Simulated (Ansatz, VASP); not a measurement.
**LiMo2O5: VASP beside Ansatz**

```xyz
8
Lattice="7.1523 0.0000 0.0000 -3.5762 6.1941 0.0000 0.0000 0.0000 4.3041" Properties=species:S:1:pos:R:3 pbc="T T T"
Li    0.0000    0.0000    2.1521
Mo    0.0000    4.1294    2.1521
Mo    3.5762    2.0647    2.1521
O     0.0000    4.1294    0.0000
O    -1.7881    3.0970    2.1521
O     1.7881    3.0970    2.1521
O     3.5762    0.0000    2.1521
O     3.5762    2.0647    0.0000
```

Alike in both runs: task single point; functional PBE; k mesh 3 × 3 × 4; occupations gaussian, width 0.1 eV; collinear spin.

|  | VASP | Ansatz |
| --- | --- | --- |
| version | VASP 6.6.1 | Ansatz 0.2.0 |
| potentials or method | VASP PAW PBE potentials, release 64 (Li_sv, Mo_sv, O), cutoff 520 eV | scalar-relativistic, plane waves, PAW |
| valence electrons in the cell | 61 | 61 |

Ansatz gave:

- gap on the k mesh at the Fermi level (eV): none
- net moment per atom (μB): 0.20
- size of the moment on the site where the two differ most (μB): 0.48

Which values does VASP return?

gap on the k mesh at the Fermi level (eV): none; net moment per atom (μB): 0.20; size of the moment on the site where the two differ most (μB): 0.71.

Site moments also hang on the region over which each program counts them. A gap of «none» marks a metal or a gap that the smearing closes.

The k mesh is coarse, so the values compare programs but aren't converged. Noted on VASP's run: the cutoff is under 1.25 times that of the potentials, so the pressure is a little rough.
